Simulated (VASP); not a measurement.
**C: single point with LDA**

C:

```
C
1.0
     2.02440   -4.33371    0.00000
     2.02440    4.33371    0.00000
     0.00000    0.00000    2.48566
C
8
Direct
  0.64829 0.98159 0.00000
  0.35171 0.01841 0.00000
  0.01841 0.35171 0.00000
  0.98159 0.64829 0.00000
  0.40455 0.22608 0.50000
  0.59545 0.77392 0.50000
  0.77392 0.59545 0.50000
  0.22608 0.40455 0.50000
```

This cell differs from its parent crystal: strain -0.0375 x Voigt [1, 0, 0, 0, 0, 0].

```yaml
Program: VASP 6.6.1
Task: single point
Functional: LDA
Potentials_or_basis: VASP PAW LDA potentials, release 64 (C_h)
Cutoff: 1300 eV
k_mesh: 6 × 6 × 10
Occupations: gaussian, width 0.05 eV
Spin: no spin polarisation
Dipole_correction: no
Further_INCAR_settings: ALGO = Normal; EDIFF = 1e-06; NBANDS = 26
```

- Pressure: 20.0 GPa
- Largest force: 0.679 eV/Å
- Band gap on the k mesh: 2.77 eV (least direct gap 4.51 eV)

Forces on the atoms (eV/Å):
```
C   -0.213  0.114  0.000
C    0.213 -0.114  0.000
C    0.213  0.114  0.000
C   -0.213 -0.114  0.000
C   -0.674  0.084  0.000
C    0.674 -0.084  0.000
C    0.674  0.084  0.000
C   -0.674 -0.084  0.000
```

Stress tensor (GPa, compression positive):
```
54.16  0.00  0.00
 0.00  3.53  0.00
 0.00  0.00  2.43
```

Levels at points of the mesh, in eV from the valence-band top:
| k point | band 12 | band 13 | band 14 | band 15 | band 16 | band 17 | band 18 | band 19 | band 20 | band 21 |
| --- | --- | --- | --- | --- | --- | --- | --- | --- | --- | --- |
| (0.00, 0.00, 0.00) | -3.93 | -2.62 | -2.29 | -1.97 | -1.63 | 4.08 | 4.34 | 4.50 | 6.34 | 7.97 |
| (0.50, 0.00, 0.00) | -4.34 | -3.98 | -3.41 | -2.91 | -2.87 | 4.89 | 5.78 | 5.91 | 6.80 | 6.86 |
| (0.50, 0.50, 0.00) | -5.59 | -3.33 | -0.50 | -0.44 | 0.00 | 4.69 | 4.70 | 6.35 | 6.94 | 7.20 |
| (0.00, 0.00, 0.50) | -7.14 | -6.74 | -6.67 | -3.35 | -3.17 | 7.01 | 7.05 | 7.33 | 7.54 | 8.42 |
| (0.50, 0.00, 0.50) | -6.05 | -5.12 | -4.90 | -4.71 | -3.39 | 5.88 | 6.29 | 6.57 | 6.83 | 7.38 |
| (0.50, 0.50, 0.50) | -6.42 | -6.18 | -5.91 | -5.54 | -5.34 | 3.60 | 3.83 | 4.48 | 5.29 | 10.73 |

Wall time 3.7 min on 1 thread of Intel(R) Xeon(R) Platinum 8375C CPU @ 2.90GHz (Ice Lake), with other jobs on the host, peak memory 0.38 GiB.

Caveat: the cell differs from its parent crystal (strain -0.0375 x Voigt [1, 0, 0, 0, 0, 0]); the stress differs along the axes, from 2 to 54 GPa. A k mesh can miss the band edges.
